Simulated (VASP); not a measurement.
Wanted: the native input for a VASP 6.6.1 run.

* Task: single point
* Functional: PBEsol
* Potentials or basis: VASP PAW PBE potentials, release 64 (Ti_sv, Al)
* Cutoff: 520 eV
* k mesh: 18 × 18 × 10
* Occupations: gaussian, width 0.15 eV
* Spin: no spin polarisation
* Dipole correction: no
* Further INCAR settings: ALGO = Fast; EDIFF = 1e-06; NBANDS = 14

The structure of TiAl lies in POSCAR:

```
TiAl
1.0
    2.8672622327      0.0000000000      0.0000000000
   -1.4336311163      2.4831219328      0.0000000000
    0.0000000000      0.0000000000      4.6780830000
Ti Al
1 1
Direct
    0.0000000000      0.0000000000      0.0000000000
    0.3333333333      0.6666666667      0.5000000000
```

One way to write it, as run:

INCAR

```
SYSTEM = TiAl
PREC = Accurate ; ENCUT = 520
EDIFF = 1E-6 ; ISMEAR = 0
SIGMA = 0.15 ; LREAL = .FALSE.
LASPH = .TRUE. ; NELM = 60
ALGO = Fast ; ISIF = 2
LWAVE = .FALSE. ; LCHARG = .TRUE.
GGA = PS ; LELF = .TRUE.
LVHAR = .TRUE. ; NBANDS = 14
```

KPOINTS

```
Automatic mesh
0
G
  18 18 10
  0 0 0
```

Potentials or basis: VASP PAW PBE potentials, release 64 (Ti_sv, Al).

Run with:

```console
$ cat potpaw_PBE.64/Ti_sv/POTCAR potpaw_PBE.64/Al/POTCAR > POTCAR
$ mpirun -np 1 vasp_std > vasp.out
```

Results of the run:

* Pressure: -2.8 GPa

Caveat: the PAW data sets were made with another functional, which shifts forces and pressure a little.

Run time: 6.1 min on 1 thread of Intel Xeon 8259CL, with other jobs on the host, peak memory 0.24 GiB.
